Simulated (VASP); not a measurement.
# MgO in VASP: further runs, part 3 of 3

VASP 6.6.1. The steps go on from the part before.

### Step 5. Single point, PBEsol

This run uses another cell than the first one: it holds 24 atoms, not 16.

The input, INCAR:

```
PREC = Accurate ; ENCUT = 520
EDIFF = 1E-7 ; ISMEAR = 0
SIGMA = 0.05 ; LREAL = Auto
LASPH = T ; NELM = 80
ALGO = Normal ; ISIF = 2
LWAVE = F ; LCHARG = T
GGA = PS ; LELF = T
LVHAR = T ; NBANDS = 66
```

The input, KPOINTS:

```
regular mesh
0
Gamma
  1 1 8
```

The input, POSCAR:

```
MgO
1.0
   15.3000000000      0.0000000000      0.0000000000
    0.0000000000     13.5000000000      0.0000000000
    0.0000000000      0.0000000000      4.2142589468
Mg O
12 12
Direct
    0.2934186791      0.5000000000      0.0000000000
    0.5688604403      0.5000000000      0.0000000000
    0.2934186791      0.3439163353      0.5000000000
    0.2934186791      0.6560836647      0.5000000000
    0.5688604403      0.3439163353      0.5000000000
    0.5688604403      0.6560836647      0.5000000000
    0.4311395597      0.5000000000      0.5000000000
    0.7065813209      0.5000000000      0.5000000000
    0.4311395597      0.3439163353      0.0000000000
    0.4311395597      0.6560836647      0.0000000000
    0.7065813209      0.3439163353      0.0000000000
    0.7065813209      0.6560836647      0.0000000000
    0.4311395597      0.5000000000      0.0000000000
    0.7065813209      0.5000000000      0.0000000000
    0.4311395597      0.3439163353      0.5000000000
    0.4311395597      0.6560836647      0.5000000000
    0.7065813209      0.3439163353      0.5000000000
    0.7065813209      0.6560836647      0.5000000000
    0.2934186791      0.5000000000      0.5000000000
    0.5688604403      0.5000000000      0.5000000000
    0.2934186791      0.3439163353      0.0000000000
    0.2934186791      0.6560836647      0.0000000000
    0.5688604403      0.3439163353      0.0000000000
    0.5688604403      0.6560836647      0.0000000000
```

Potentials or basis: VASP PAW PBE potentials, release 64 (Mg, O).

Launch:

```bash
> cat potpaw_PBE.64/Mg/POTCAR potpaw_PBE.64/O/POTCAR > POTCAR
> mpirun -np 1 vasp_std > vasp.out
```

OUTCAR:

```text
PREC = Accurate
   ENCUT = 520
   EDIFF = 1E-7
   ISMEAR = 0
   LREAL = Auto
   LASPH = T
   NELM = 80
   ISIF = 2
   GGA = PS

 ion  position               nearest neighbor table
   1  0.293  0.500  0.000-  13 2.11  19 2.11  19 2.11  22 2.11  21 2.11   7 2.98   7 2.98   9 2.98
                            10 2.98   3 2.98   4 2.98   4 2.98   3 2.98
   2  0.569  0.500  0.000-  13 2.11  14 2.11  20 2.11  20 2.11  24 2.11  23 2.11   7 2.98   7 2.98
                             8 2.98   8 2.98   9 2.98  10 2.98  11 2.98  12 2.98   6 2.98   6 2.98
   3  0.293  0.344  0.500-  15 2.11  21 2.11  21 2.11  19 2.11   9 2.98   9 2.98   7 2.98   1 2.98
                             1 2.98
   4  0.293  0.656  0.500-  16 2.11  22 2.11  22 2.11  19 2.11  10 2.98  10 2.98   7 2.98   1 2.98
                             1 2.98
   5  0.569  0.344  0.500-  15 2.11  17 2.11  23 2.11  23 2.11  20 2.11  11 2.98   9 2.98  11 2.98
                             9 2.98   8 2.98   7 2.98   2 2.98   2 2.98
   6  0.569  0.656  0.500-  16 2.11  18 2.11  24 2.11  24 2.11  20 2.11  12 2.98  10 2.98  12 2.98
                            10 2.98   8 2.98   7 2.98   2 2.98   2 2.98
   7  0.431  0.500  0.500-  19 2.11  20 2.11  13 2.11  13 2.11  16 2.11  15 2.11   1 2.98   1 2.98
                             2 2.98   2 2.98   3 2.98   4 2.98   5 2.98   6 2.98   9 2.98   9 2.98
   8  0.707  0.500  0.500-  20 2.11  14 2.11  14 2.11  17 2.11  18 2.11   2 2.98   2 2.98   5 2.98
                             6 2.98  11 2.98  11 2.98  12 2.98  12 2.98
   9  0.431  0.344  0.000-  21 2.11  23 2.11  15 2.11  15 2.11  13 2.11   5 2.98   3 2.98   5 2.98
                             3 2.98   2 2.98   1 2.98   7 2.98   7 2.98
  10  0.431  0.656  0.000-  22 2.11  24 2.11  16 2.11  16 2.11  13 2.11   6 2.98   4 2.98   6 2.98
                             4 2.98   2 2.98   1 2.98   7 2.98   7 2.98
  11  0.707  0.344  0.000-  23 2.11  17 2.11  17 2.11  14 2.11   5 2.98   5 2.98   2 2.98   8 2.98
                             8 2.98
  12  0.707  0.656  0.000-  24 2.11  18 2.11  18 2.11  14 2.11   6 2.98   6 2.98   2 2.98   8 2.98
                             8 2.98
  13  0.431  0.500  0.000-   1 2.11   2 2.11   7 2.11   7 2.11  10 2.11   9 2.11
  14  0.707  0.500  0.000-   2 2.11   8 2.11   8 2.11  12 2.11  11 2.11
  15  0.431  0.344  0.500-   3 2.11   5 2.11   9 2.11   9 2.11   7 2.11
  16  0.431  0.656  0.500-   4 2.11   6 2.11  10 2.11  10 2.11   7 2.11
  17  0.707  0.344  0.500-   5 2.11  11 2.11  11 2.11   8 2.11
  18  0.707  0.656  0.500-   6 2.11  12 2.11  12 2.11   8 2.11
[... 205 lines left out ...]
 maximum number of plane-waves:     23469
 NGX is ok and might be reduce to   120

 number of electron      95.9999964 magnetization

 Free energy of the ion-electron system (eV)
  ---------------------------------------------------
  ext. energy  EPLUGINS =         0.00000000
  ---------------------------------------------------
  free energy    TOTEN  =      -140.42178160 eV

  energy without entropy =     -140.42178160  energy(sigma->0) =     -140.42178160

 E-fermi :  -2.6271     XC(G=0):  -4.1019

 val. band max:       -2.8990385538   @ k =   0.0000   0.0000   0.0000
 cond. band min:       0.0585988208   @ k =   0.0000   0.0000   0.0000
 fundamental gap:      2.9576373746
 Fermi energy:        -2.6270641486

 k-point     1 :       0.0000    0.0000    0.0000
  band No.  band energies     occupation
      1     -19.3382      2.00000
      2     -18.8847      2.00000
      3     -18.6803      2.00000
      4     -18.4172      2.00000
      5     -18.3127      2.00000
      6     -18.2696      2.00000
[... 304 lines left out ...]
     59       3.6840      0.00000
     60       3.6840      0.00000
 [bands above 60 left out]

------------------------ aborting loop because EDIFF is reached ----------------------------------------

  FORCE on cell =-STRESS in cart. coord.  units (eV):
  Direction    XX          YY          ZZ          XY          YZ          ZX
  --------------------------------------------------------------------------------------
  -------------------------------------------------------------------------------------
  Total      -12.0055184     -8.1520663    -31.8915318      0.0000000      0.0000000      0.0000000
  in kB      -22.0975987    -15.0048572    -58.7001952      0.0000000      0.0000000      0.0000000
  external PRESSURE =     -31.9342170 kB  Pullay stress =       0.0000000 kB

 VOLUME and BASIS-vectors are now :
 -----------------------------------------------------------------------------
  energy-cutoff  :      520.00
  volume of cell :      870.46
      direct lattice vectors                 reciprocal lattice vectors
    15.300000000  0.000000000  0.000000000     0.065359477  0.000000000  0.000000000
     0.000000000 13.500000000  0.000000000     0.000000000  0.074074074  0.000000000
     0.000000000  0.000000000  4.214258947     0.000000000  0.000000000  0.237289643

 POSITION                                       TOTAL-FORCE (eV/Angst)
 -----------------------------------------------------------------------------------
      4.48931      6.75000      0.00000         0.474186      0.000000     -0.000000
      8.70356      6.75000      0.00000        -0.020565      0.000000     -0.000000
      4.48931      4.64287      2.10713         1.003543      0.997213     -0.000000
      4.48931      8.85713      2.10713         1.003543     -0.997213      0.000000
      8.70356      4.64287      2.10713         0.043001      0.471707     -0.000000
      8.70356      8.85713      2.10713         0.043001     -0.471707      0.000000
[... 16 lines left out ...]
      8.70356      4.64287      0.00000         0.036499     -0.476692     -0.000000
      8.70356      8.85713      0.00000         0.036499      0.476692     -0.000000
 -----------------------------------------------------------------------------------
    total drift:                               -0.000000      0.000000      0.000000

  FREE ENERGIE OF THE ION-ELECTRON SYSTEM (eV)
  ---------------------------------------------------
  free  energy   TOTEN  =      -140.4217816008 eV

  energy  without entropy=     -140.4217816008  energy(sigma->0) =     -140.42178160
```

Run time: 8.8 min. Hardware: 1 thread of Intel Xeon Platinum 8559C (Emerald Rapids), shared host; peak memory 0.78 GiB.

Results:

```yaml
Free_energy: -140.4218 eV
Largest_force: 1.415 eV/Å
Band_gap_on_the_k_mesh: 2.96 eV
```

Forces in eV/Å, atoms in the order of the input:
```
Mg   0.474  0.000  0.000
Mg  -0.021  0.000  0.000
Mg   1.004  0.997  0.000
Mg   1.004 -0.997  0.000
Mg   0.043  0.472  0.000
Mg   0.043 -0.472  0.000
Mg   0.021  0.000  0.000
Mg  -0.474  0.000  0.000
Mg  -0.043  0.472  0.000
Mg  -0.043 -0.472  0.000
Mg  -1.004  0.997  0.000
Mg  -1.004 -0.997  0.000
O    0.065  0.000  0.000
O    0.501  0.000  0.000
O   -0.036 -0.477  0.000
O   -0.036  0.477  0.000
O    0.052 -0.056  0.000
O    0.052  0.056  0.000
O   -0.501  0.000  0.000
O   -0.065  0.000  0.000
O   -0.052 -0.056  0.000
O   -0.052  0.056  0.000
O    0.036 -0.477  0.000
O    0.036  0.477  0.000
```

Caveat: the PAW data sets were made with another functional, which shifts forces and pressure a little.

### Step 6. The runs side by side

```csv
cell,gap on the mesh (eV),largest force (eV/Å)
"a = 15.300, b = 13.500, c = 3.895 Å, 16 atoms, atomic positions A",3.14,0.01
"a = 15.300, b = 13.500, c = 4.214 Å, 16 atoms, atomic positions B",1.48,1.54
"a = 15.300, b = 13.500, c = 3.997 Å, 24 atoms, atomic positions C",3.50,0.02
"a = 15.300, b = 13.500, c = 4.214 Å, 24 atoms, atomic positions D",2.96,1.41
```

Alike in all rows: task single point; level PBEsol; potentials or basis VASP PAW PBE potentials, release 64 (Mg, O); no spin polarisation; k mesh 1 × 1 × 8; cutoff (eV) 520; smearing gaussian 0.05 eV.

Caveats: the PAW data sets were made with another functional, which shifts forces and pressure a little.

Total energies depend on the potentials used, so only differences within one code and one set of settings carry meaning.
